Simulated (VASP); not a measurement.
# LiH12ClO6 in VASP: a series of runs

LiH12ClO6 is run at these levels: LDA; tasks: single point, molecular dynamics.

Program: VASP 6.6.1. These are calculated values, not measurements. Logs are shortened: lines on timing, memory, paths and dates and some standing lists are left out, and cuts for length are marked.

## Step 1: The cell of the first run

The cell holds an amorphous packing of atoms, 20 atoms: a = 5.638 Å, b = 5.638 Å, c = 5.638 Å, α = 90.00°, β = 90.00°, γ = 90.00°.

## Step 2: Single point, LDA

Contents of INCAR:

```
PREC = Accurate ; ENCUT = 520
EDIFF = 1E-7 ; ISMEAR = -1
SIGMA = 0.002 ; LREAL = Auto
LASPH = T ; NELM = 100
ALGO = Normal ; ISIF = 2
LWAVE = F ; LCHARG = T
GGA = CA ; LELF = T
LVHAR = T ; NBANDS = 45
```

Contents of KPOINTS:

```
Automatic mesh
0
Gamma
  1 1 1
```

Contents of POSCAR:

```
LiH12ClO6
1.0
    5.6378390000      0.0000000000      0.0000000000
    0.0000000000      5.6378390000      0.0000000000
    0.0000000000      0.0000000000      5.6378390000
O H Li Cl
6 12 1 1
Direct
    0.8216623426      0.1414371712      0.5771005522
    0.1376768652      0.3761547643      0.8079868900
    0.3921538022      0.2192506739      0.1766989089
    1.0045338294      0.9194125622      0.0038312552
    0.9618401661      0.4346878299      0.2333695588
    0.1977885498      0.7709336858      0.4478311637
    0.7154514345      0.2751586202      0.6123800272
    0.7385808641     -0.0036361450      0.6259667933
    0.0450527232      0.2596207519      0.7155046464
    0.0050906030      0.4097491965      0.9245386397
    0.3686164149      0.0738935610      0.2596739637
    0.3003455757      0.2149937237      0.0286989394
    1.0474580775      0.8929130470      0.1729563402
    0.8560194784      0.8264336743     -0.0048600182
    1.1235155882      0.3438551544      0.2400919927
    0.8471330948      0.3265258196      0.3152626388
    0.3563422084      0.6882779022      0.4531700888
    0.0882607680      0.6576810725      0.3656897616
    0.2174059955      0.6962951585      0.7652754894
    0.6212664108      0.6724030253      0.7092433821
```

Potentials or basis: VASP PAW LDA potentials, release 64 (O, H, Li_sv, Cl).

Command:

```sh
$ cat potpaw_LDA.64/O/POTCAR potpaw_LDA.64/H/POTCAR potpaw_LDA.64/Li_sv/POTCAR potpaw_LDA.64/Cl/POTCAR > POTCAR
$ mpirun -np 1 vasp_gam > vasp.out
```

OUTCAR:

```text
PREC = Accurate
   ENCUT = 520
   EDIFF = 1E-7
   ISMEAR = -1
   LREAL = Auto
   LASPH = T
   NELM = 100
   ISIF = 2
   GGA = CA

 ion  position               nearest neighbor table
   1  0.822  0.141  0.577-   8 0.98   7 0.98
   2  0.138  0.376  0.808-   9 0.99  10 1.01  19 1.88
   3  0.392  0.219  0.177-  11 0.95  12 0.98
   4  0.005  0.919  0.004-  14 0.99  13 1.00  19 2.20
   5  0.962  0.435  0.233-  16 1.00  15 1.05
   6  0.198  0.771  0.448-  18 1.00  17 1.01  19 1.84
   7  0.715  0.275  0.612-   1 0.98
   8  0.739  0.996  0.626-   1 0.98
   9  0.045  0.260  0.716-   2 0.99
  10  0.005  0.410  0.925-   2 1.01
  11  0.369  0.074  0.260-   3 0.95
  12  0.300  0.215  0.029-   3 0.98
  13  0.047  0.893  0.173-   4 1.00
  14  0.856  0.826  0.995-   4 0.99
  15  0.124  0.344  0.240-   5 1.05
  16  0.847  0.327  0.315-   5 1.00
  17  0.356  0.688  0.453-   6 1.01
  18  0.088  0.658  0.366-   6 1.00
  19  0.217  0.696  0.765-   6 1.84   2 1.88   4 2.20  20 2.30
  20  0.621  0.672  0.709-  19 2.30

  LATTYP: Found a simple cubic cell.
 ALAT       =     5.6378390000

  Lattice vectors:

 A1 = (   5.6378390000,   0.0000000000,   0.0000000000)
 A2 = (   0.0000000000,   5.6378390000,   0.0000000000)
 A3 = (   0.0000000000,   0.0000000000,   5.6378390000)

Analysis of symmetry for initial positions (statically):
=====================================================================
 Subroutine PRICEL returns:
 Original cell was already a primitive cell.

 Routine SETGRP: Setting up the symmetry group for a
 simple cubic supercell.

 Subroutine GETGRP returns: Found  1 space group operations
 (whereof  1 operations were pure point group operations)
 out of a pool of 48 trial point group operations.

The static configuration has the point symmetry C_1 .

Analysis of symmetry for dynamics (positions and initial velocities):
=====================================================================
 Subroutine PRICEL returns:
 Original cell was already a primitive cell.

 Routine SETGRP: Setting up the symmetry group for a
 simple cubic supercell.

 Subroutine GETGRP returns: Found  1 space group operations
 (whereof  1 operations were pure point group operations)
 out of a pool of 48 trial point group operations.

The dynamic configuration has the point symmetry C_1 .

 Subroutine INISYM returns: Found  1 space group operations
 (whereof  1 operations are pure point group operations),
 and found     1 'primitive' translations

----------------------------------------------------------------------------------------

                                     Primitive cell

  volume of cell :     179.2000

  direct lattice vectors                    reciprocal lattice vectors
     5.637839000  0.000000000  0.000000000     0.177372926  0.000000000  0.000000000
     0.000000000  5.637839000  0.000000000     0.000000000  0.177372926  0.000000000
     0.000000000  0.000000000  5.637839000     0.000000000  0.000000000  0.177372926

  length of vectors
     5.637839000  5.637839000  5.637839000     0.177372926  0.177372926  0.177372926

  position of ions in fractional coordinates (direct lattice)
     0.821662343  0.141437171  0.577100552
     0.137676865  0.376154764  0.807986890
     0.392153802  0.219250674  0.176698909
     0.004533829  0.919412562  0.003831255
     0.961840166  0.434687830  0.233369559
     0.197788550  0.770933686  0.447831164
[... 12 lines left out ...]
     0.217405996  0.696295158  0.765275489
     0.621266411  0.672403025  0.709243382

  ion indices of the primitive-cell ions
   primitive index   ion index
                 1           1
                 2           2
                 3           3
                 4           4
                 5           5
                 6           6
[... 12 lines left out ...]
                19          19
                20          20

----------------------------------------------------------------------------------------

 KPOINTS: Automatic mesh

Automatic generation of k-mesh.
 Grid dimensions read from file:
[... 44 lines left out ...]
   TEBEG  =    0.0;   TEEND  =   0.0 temperature during run
   PSTRESS=    0.0 pullay stress
   NELECT =      58.0000    total number of electrons
   NUPDOWN=      -1.0000    fix difference up-down
   EMIN   =  10.00;   EMAX   =-10.00  energy-range for DOS
   EFERMI =   0.00;   METHOD = LEGACY
   ISMEAR =    -1;   SIGMA  =   0.00  broadening in eV -4-tet -1-fermi 0-gaus
   EFERMI_NEDOS =   21; number of points for ismear=-14 and -15
   IALGO  =     38    algorithm
   IMIX   =      4    mixing-type and parameters
     AMIX     =   0.40;   BMIX     =  1.00
     AMIX_MAG =   1.60;   BMIX_MAG =  1.00
  volume/ion in A,a.u.               =       8.96        60.47
  Fermi-wavevector in a.u.,A,eV,Ry     =   1.124013  2.124077 17.189684  1.263406
  Thomas-Fermi vector in A             =   2.260683
   LORBIT       =      0    0 simple, 1 ext, 2 COOP (PROOUT), +10 PAW based schemes
   GGA     = CA    functional components
   LHFCALC =     F    Hartree Fock is set to
   AEXX    =    0.0000 exact exchange contribution
   IVDW    =     0    specifies the selected vdW correction
   LEPSILON=     F    determine dielectric tensor
   LRPA    =     F    only Hartree local field effects (RPA)
 non-spin polarized calculation
  energy-cutoff  :      520.00
  volume of cell :      179.20
 maximum number of plane-waves:      2401
 NGX is ok and might be reduce to    42
   NGX = 21   NGY = 21   NGZ = 21

 number of electron      58.0000018 magnetization

 Free energy of the ion-electron system (eV)
  ---------------------------------------------------
  ext. energy  EPLUGINS =         0.00000000
  ---------------------------------------------------
  free energy    TOTEN  =      -100.94433867 eV

  energy without entropy =     -100.94433867  energy(sigma->0) =     -100.94433867

 E-fermi :  -2.4586     XC(G=0):  -8.4377

 val. band max:       -2.5160989754   @ k =   0.0000   0.0000   0.0000
 cond. band min:       2.2783005167   @ k =   0.0000   0.0000   0.0000
 fundamental gap:      4.7943994921
 Fermi energy:        -2.4585593026

 k-point     1 :       0.0000    0.0000    0.0000
  band No.  band energies     occupation
      1     -43.6114      2.00000
      2     -21.5353      2.00000
      3     -21.0115      2.00000
      4     -20.8280      2.00000
      5     -20.5935      2.00000
      6     -20.3394      2.00000
[... 33 lines left out ...]
     40       8.7817      0.00000
     41       9.0432      0.00000
 [bands above 41 left out]

------------------------ aborting loop because EDIFF is reached ----------------------------------------

  FORCE on cell =-STRESS in cart. coord.  units (eV):
  Direction    XX          YY          ZZ          XY          YZ          ZX
  --------------------------------------------------------------------------------------
  -------------------------------------------------------------------------------------
  Total       -1.7403247      1.0795002      3.6557184      2.1006974     -0.4561735      0.7631616
  in kB      -15.5597586      9.6515109     32.6847609     18.7817505     -4.0785203      6.8232156
  external PRESSURE =       8.9255044 kB  Pullay stress =       0.0000000 kB

 VOLUME and BASIS-vectors are now :
 -----------------------------------------------------------------------------
  energy-cutoff  :      520.00
  volume of cell :      179.20
      direct lattice vectors                 reciprocal lattice vectors
     5.637839000  0.000000000  0.000000000     0.177372926  0.000000000  0.000000000
     0.000000000  5.637839000  0.000000000     0.000000000  0.177372926  0.000000000
     0.000000000  0.000000000  5.637839000     0.000000000  0.000000000  0.177372926

 POSITION                                       TOTAL-FORCE (eV/Angst)
 -----------------------------------------------------------------------------------
      4.63240      0.79740      3.25360         0.290254      0.805491     -0.701738
      0.77620      2.12070      4.55530        -0.229048      0.416737      0.821075
      2.21090      1.23610      0.99620         0.137716      1.273881      0.226187
      0.02556      5.18350      0.02160         0.191397     -0.622195      0.612670
      5.42270      2.45070      1.31570         0.662529     -0.347039      0.223949
      1.11510      4.34640      2.52480         0.646192      0.295268     -0.506950
[... 12 lines left out ...]
      1.22570      3.92560      4.31450        -0.390497      0.237196      0.576274
      3.50260      3.79090      3.99860         0.025185     -0.274660      0.387093
 -----------------------------------------------------------------------------------
    total drift:                                0.002922      0.000678     -0.001107

  FREE ENERGIE OF THE ION-ELECTRON SYSTEM (eV)
  ---------------------------------------------------
  free  energy   TOTEN  =      -100.9443386714 eV

  energy  without entropy=     -100.9443386714  energy(sigma->0) =     -100.94433867
```

Run time: 21 s. Hardware: 1 thread of AMD EPYC 7R13, shared host; peak memory 0.16 GiB.

Results:

| Property | Result |
| --- | --- |
| Free energy | -100.9443 eV |
| Largest force | 1.557 eV/Å |
| Band gap on the k mesh | 4.79 eV |

Forces in eV/Å, atoms in the order of the input:
```
O    0.290  0.805 -0.702
O   -0.229  0.417  0.821
O    0.138  1.274  0.226
O    0.191 -0.622  0.613
O    0.663 -0.347  0.224
O    0.646  0.295 -0.507
H   -0.300  0.333  0.302
H   -0.150 -0.792  0.141
H   -0.101 -0.756 -0.901
H    0.584  0.062  0.364
H   -0.218 -1.379  0.689
H   -0.126  0.052 -1.008
H    0.305  0.352 -0.335
H   -0.188  0.078 -0.570
H   -0.896  0.488  0.077
H    0.426  0.181 -0.218
H   -0.168  0.385 -0.213
H   -0.503 -0.790  0.033
Li  -0.390  0.237  0.576
Cl   0.025 -0.275  0.387
```

Levels at points of the mesh, in eV from the valence-band top:
```csv
k point,band 27,band 28,band 29,band 30,band 31,band 32
"(0.00, 0.00, 0.00)",-0.19,-0.13,0.00,4.79,7.66,8.94
```

Caveat: the k points lie up to 1.11 Å⁻¹ apart; the cutoff is under 1.25 times the usual one of these potentials, so pressure, stress and relaxed cells hold a basis-set (Pulay) error.

## Step 3: Single point, LDA

Contents of INCAR:

```
ALGO = Normal ; EDIFF = 1E-6
ENCUT = 520 ; GGA = CA
ISIF = 2 ; ISMEAR = -1
LASPH = True ; LCHARG = False
LREAL = Auto ; LWAVE = False
NBANDS = 45 ; NELM = 100
PREC = Accurate ; SIGMA = 0.002
```

Contents of KPOINTS:

```
k-points
0
Gamma
  1 1 1
```

Contents of POSCAR:

```
LiH12ClO6
1.0
    5.6378390000      0.0000000000      0.0000000000
    0.0000000000      5.6378390000      0.0000000000
    0.0000000000      0.0000000000      5.6378390000
O H Li Cl
6 12 1 1
Direct
    0.8121906284      0.1649922958      0.5912726490
    0.1464745623      0.3950804555      0.8180794095
    0.3927213956      0.2410320692      0.1636087870
    1.0226790797      0.8960525478     -0.0117066131
    0.9781584753      0.4041087374      0.2616605405
    0.1846806906      0.7669073203      0.4092702896
    0.6930137593      0.2681878642      0.6634989045
    0.7577016655      0.0003192713      0.5746882804
    0.1045790772      0.2609510488      0.7134116458
    0.0179856147      0.4042861103      0.9402184064
    0.4094653998      0.0660004658      0.1491883681
    0.3620358794      0.3048863226      0.0021994243
    1.0878813673      0.8851441128      0.1579151161
    0.8621033697      0.8257596572     -0.0152185971
    1.1255731141      0.3158479694      0.2306202784
    0.8675487186      0.2960354136      0.3555440303
    0.3590737515      0.7459595778      0.4204979958
    0.0926773539      0.6054447458      0.3546039537
    0.1847516398      0.7223512413      0.7182007148
    0.6110142556      0.6640842351      0.7296590059
```

Potentials or basis: VASP PAW LDA potentials, release 64 (O, H, Li_sv, Cl).

Command:

```sh
$ cat potpaw_LDA.64/O/POTCAR potpaw_LDA.64/H/POTCAR potpaw_LDA.64/Li_sv/POTCAR potpaw_LDA.64/Cl/POTCAR > POTCAR
$ mpirun -np 1 vasp_gam > vasp.out
```

It took 16 s on 1 thread of AMD EPYC 7R13, shared host; peak memory 0.17 GiB.

The run converged. Its results:

```yaml
Free_energy: -101.0604 eV
Largest_force: 1.532 eV/Å
Band_gap_on_the_k_mesh: 4.34 eV
```

Forces on the atoms (eV/Å):
```
O    0.486 -0.466 -0.817
O    0.343  0.376 -0.208
O    0.540 -1.141  0.544
O    0.595  0.128  0.578
O   -1.067  1.041 -0.351
O   -0.131  0.068 -0.710
H   -0.440  0.373  0.243
H   -0.278 -0.249  0.460
H   -0.550  0.118  0.132
H    0.092 -0.212 -0.078
H   -0.088  0.883 -0.080
H   -0.264  0.022 -0.459
H   -0.456 -0.273 -0.758
H   -0.009 -0.035 -0.137
H    1.067 -0.858  0.051
H    0.380  0.359  0.308
H   -0.062 -0.383 -0.126
H    0.202  0.152  0.063
Li  -0.238 -0.155  1.316
Cl  -0.124  0.252  0.028
```

Levels at points of the mesh, in eV from the valence-band top:
| k point | band 26 | band 27 | band 28 | band 29 | band 30 | band 31 | band 32 | band 33 |
| --- | --- | --- | --- | --- | --- | --- | --- | --- |
| (0.00, 0.00, 0.00) | -0.39 | -0.20 | -0.13 | 0.00 | 4.34 | 7.10 | 8.48 | 8.81 |

Caveat: the k points lie up to 1.11 Å⁻¹ apart; the cutoff is under 1.25 times the usual one of these potentials, so pressure, stress and relaxed cells hold a basis-set (Pulay) error.

## Step 4: Single point, LDA

Contents of INCAR:

```
PREC = Accurate ; ENCUT = 520
EDIFF = 1E-7 ; ISMEAR = -1
SIGMA = 0.002 ; LREAL = Auto
LASPH = T ; NELM = 60
ALGO = Normal ; ISIF = 2
LWAVE = F ; LCHARG = F
NBANDS = 45
```

Contents of KPOINTS:

```
Automatic mesh
0
Gamma
  1 1 1
```

Contents of POSCAR:

```
LiH12ClO6
1.0
    5.6378390000      0.0000000000      0.0000000000
    0.0000000000      5.6378390000      0.0000000000
    0.0000000000      0.0000000000      5.6378390000
O H Li Cl
6 12 1 1
Direct
    0.7616570817      0.1818781984      0.5897117672
    0.1334908641      0.3920473784      0.8124034759
    0.4185646309      0.2180445380      0.1464745623
    1.0232644104      0.9039988549     -0.0392526285
    1.0126397721      0.3823628167      0.2469563249
    0.2060896028      0.7544557409      0.3830368338
    0.6317314134      0.2795929433      0.6526968933
    0.7104672553      0.0128772744      0.5857918256
    0.0232535906      0.2941375233      0.7060861440
    0.0470393000      0.3682971436      0.9650328787
    0.4902232930      0.0635349821      0.1427674682
    0.3665943635      0.2546543099     -0.0268187864
    1.0837840527      0.8789537977      0.1229017005
    0.8563742242      0.8480554340     -0.0508882925
    1.1629278523      0.2797703163      0.2476303421
    0.9161489003      0.3179764445      0.3811212062
    0.3733877466      0.7342707019      0.4211365383
    0.1400891370      0.5960262434      0.3386936023
    0.2104529768      0.7313440487      0.7417203648
    0.5957247094      0.6797285272      0.7686987869
```

Command:

```sh
$ cat potpaw_LDA.64/O/POTCAR potpaw_LDA.64/H/POTCAR potpaw_LDA.64/Li_sv/POTCAR potpaw_LDA.64/Cl/POTCAR > POTCAR
$ mpirun -np 1 vasp_gam > vasp.out
```

It took 22 s on 1 thread of AMD EPYC 7R13, shared host; peak memory 0.16 GiB.

It converged, with:

* Free energy: -101.1201 eV
* Largest force: 1.687 eV/Å
* Band gap on the k mesh: 4.44 eV

Forces in eV/Å, atoms in the order of the input:
```
O    0.338 -0.366 -0.471
O   -0.233 -0.683 -1.198
O   -0.544  0.793 -1.386
O    0.027  0.321 -0.116
O    0.243 -0.382  0.861
O    0.179  1.338  0.705
H   -0.061  0.391  0.061
H    0.205  0.173  0.305
H    0.648  0.433  0.708
H   -0.128  0.358  0.206
H    0.314 -0.798 -0.028
H    0.060 -0.051  1.216
H    0.079 -0.147  0.399
H    0.153 -0.134 -0.040
H   -0.001  0.092 -0.219
H   -0.702 -0.165 -0.455
H    0.676 -0.149 -0.054
H   -0.595 -0.907 -0.467
Li  -0.705 -0.347  0.082
Cl   0.047  0.231 -0.108
```

Levels at points of the mesh, in eV from the valence-band top:
```tsv
k point	band 26	band 27	band 28	band 29	band 30	band 31	band 32	band 33
(0.00, 0.00, 0.00)	-0.44	-0.25	-0.14	0.00	4.44	7.17	8.57	8.85
```

Caveat: the k points lie up to 1.11 Å⁻¹ apart; the cutoff is under 1.25 times the usual one of these potentials, so pressure, stress and relaxed cells hold a basis-set (Pulay) error.

## Step 5: Molecular dynamics, LDA

Contents of INCAR:

```
SYSTEM = LiH12ClO6
PREC = Accurate ; ENCUT = 520
EDIFF = 1E-5 ; ISMEAR = -1
SIGMA = 0.002 ; LREAL = Auto
LASPH = .TRUE. ; NELM = 100
ALGO = Normal ; ISIF = 2
LWAVE = .FALSE. ; LCHARG = .TRUE.
GGA = CA ; IBRION = 0
NSW = 40 ; POTIM = 0.75
TEBEG = 250.0 ; TEEND = 250.0
ISYM = 0 ; NELMIN = 4
RANDOM_SEED = 746165 0 0 ; MDALGO = 1
ANDERSEN_PROB = 0.0
```

Contents of KPOINTS:

```
regular mesh
0
G
  1 1 1
  0 0 0
```

Contents of POSCAR:

```
LiH12ClO6
1.0
    5.6378390000      0.0000000000      0.0000000000
    0.0000000000      5.6378390000      0.0000000000
    0.0000000000      0.0000000000      5.6378390000
O H Li Cl
6 12 1 1
Direct
    0.7950904500      0.1665455400      0.5140051300
    0.1626709400      0.3536579600      0.7966008300
    0.3471370100      0.1912183200      0.2187353600
    1.0046859000      0.9038653300     -0.0018985800
    0.9995378000      0.4602918600      0.2414880700
    0.1995058300      0.7902514900      0.4258047700
    0.6372987000      0.2405907000      0.5499192700
    0.7621629400     -0.0030560200      0.5289277300
    0.0708907500      0.2560519000      0.6905262800
    0.0551853300      0.3641551100      0.9388450000
    0.3047103900      0.0277492300      0.2772603200
    0.3152820200      0.1996272900      0.0477408300
    0.9990219000      0.8667272600      0.1636493300
    0.8445130300      0.8759447100     -0.0721608200
    1.1379772100      0.3258949700      0.2473700500
    0.8767933400      0.3796571800      0.3432842800
    0.3642410500      0.7384511900      0.4747747900
    0.1288183300      0.6392970300      0.3528963300
    0.1753504900      0.6980264800      0.8134722500
    0.6325272600      0.6718290600      0.7280314100
```

Command:

```sh
$ cat potpaw_LDA.64/O/POTCAR potpaw_LDA.64/H/POTCAR potpaw_LDA.64/Li_sv/POTCAR potpaw_LDA.64/Cl/POTCAR > POTCAR
$ mpirun -np 1 vasp_gam > vasp.out
```

Wall time 5.9 min (1 thread of AMD EPYC 7R13, shared host); peak memory 0.19 GiB.

Step by step:
```tsv
step	potential energy change (eV)	largest force (eV/Å)	pressure (GPa)	volume (Å³)	temperature (K)
1	0.0000	1.9757	1.04	179.20	255
2	-0.0097	1.9231	0.01	179.20	258
3	0.0350	2.0280	-0.94	179.20	241
4	0.1060	2.0986	-1.60	179.20	213
5	0.1612	2.1149	-1.94	179.20	191
6	0.1779	2.0574	-1.94	179.20	184
7	0.1590	1.9566	-1.60	179.20	192
8	0.1184	1.9541	-0.98	179.20	208
9	0.0671	1.8766	-0.22	179.20	229
10	0.0128	1.9230	0.52	179.20	250
11	-0.0353	2.0801	1.07	179.20	270
12	-0.0703	2.2805	1.29	179.20	284
13	-0.0938	2.2261	1.14	179.20	294
14	-0.1039	1.8266	0.67	179.20	297
15	-0.0869	2.1194	0.01	179.20	290
16	-0.0379	2.8211	-0.65	179.20	271
17	0.0191	3.1928	-1.17	179.20	249
18	0.0500	3.1208	-1.47	179.20	236
19	0.0433	2.6544	-1.48	179.20	238
20	0.0163	2.0608	-1.16	179.20	249
21	-0.0075	1.7673	-0.55	179.20	258
22	-0.0186	1.9628	0.25	179.20	263
23	-0.0229	2.2173	1.02	179.20	265
24	-0.0295	2.1408	1.55	179.20	268
25	-0.0419	2.3107	1.68	179.20	273
26	-0.0577	2.8356	1.38	179.20	279
27	-0.0702	2.7372	0.70	179.20	283
28	-0.0676	2.1189	-0.18	179.20	282
29	-0.0430	1.7200	-1.03	179.20	273
30	-0.0090	1.9515	-1.69	179.20	259
31	0.0163	2.0189	-2.01	179.20	249
32	0.0318	1.8742	-1.93	179.20	242
33	0.0502	1.6441	-1.43	179.20	235
34	0.0777	2.0873	-0.64	179.20	224
35	0.0984	2.3655	0.25	179.20	216
36	0.0829	2.2503	0.99	179.20	223
37	0.0197	1.7255	1.37	179.20	248
38	-0.0588	1.3921	1.42	179.20	278
39	-0.0915	1.3026	1.21	179.20	290
40	-0.0454	1.7292	0.87	179.20	272
```

Caveat: the k points lie up to 1.11 Å⁻¹ apart; the cutoff is under 1.25 times the usual one of these potentials, so pressure, stress and relaxed cells hold a basis-set (Pulay) error.
